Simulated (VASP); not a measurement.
Write the native input for VASP 6.6.1 that does the following.

| Quantity | Value |
| --- | --- |
| Task | single point |
| Functional | PBE |
| Potentials or basis | VASP PAW PBE potentials, release 64 (Cu_sv_GW) |
| Cutoff | 820 eV |
| k mesh | 24 × 24 × 24 |
| Occupations | gaussian, width 0.15 eV |
| Spin | no spin polarisation |
| Dipole correction | no |
| Further INCAR settings | ALGO = Normal; EDIFF = 1e-06; NBANDS = 16 |

The structure of Cu lies in POSCAR:

```
Cu
1.0
    0.0000000000      2.0070065841      1.7198039419
    2.0070065841      0.0000000000      1.7198039419
    2.0070065841      2.0070065841      0.0000000000
Cu
1
Direct
    0.0000000000      0.0000000000      0.0000000000
```

The input as run:

INCAR

```
PREC     = Accurate       # precision mode
ENCUT    = 820            # plane-wave cutoff, eV
EDIFF    = 1E-6           # SCF threshold, eV
ISMEAR   = 0              # smearing method
SIGMA    = 0.15           # smearing width, eV
LREAL    = F              # projectors in reciprocal space
LASPH    = T              # aspherical terms in the spheres
NELM     = 120            # most SCF steps
ALGO     = Normal         # electronic algorithm
ISIF     = 2              # what is computed and relaxed
LWAVE    = F              # write WAVECAR
LCHARG   = F              # write CHGCAR
GGA      = PE             # functional
NBANDS   = 16             # bands
GGA_COMPAT= F
```

KPOINTS

```
regular mesh
0
Gamma
  24 24 24
```

Potentials or basis: VASP PAW PBE potentials, release 64 (Cu_sv_GW).

Run with:

```console
$ cat potpaw_PBE.64/Cu_sv_GW/POTCAR > POTCAR
$ mpirun -np 1 vasp_std > vasp.out
```

Results of the run:

| Property | Result |
| --- | --- |
| Pressure | -14.1 GPa |
| Band gap on the k mesh | zero (an odd number of electrons rules out a gap without spin polarisation) |

Caveat: the cell stands under tension.

It took 6.7 min on 1 thread of Intel(R) Xeon(R) Platinum 8375C CPU @ 2.90GHz (Ice Lake) (shared host), peak memory 0.64 GiB.
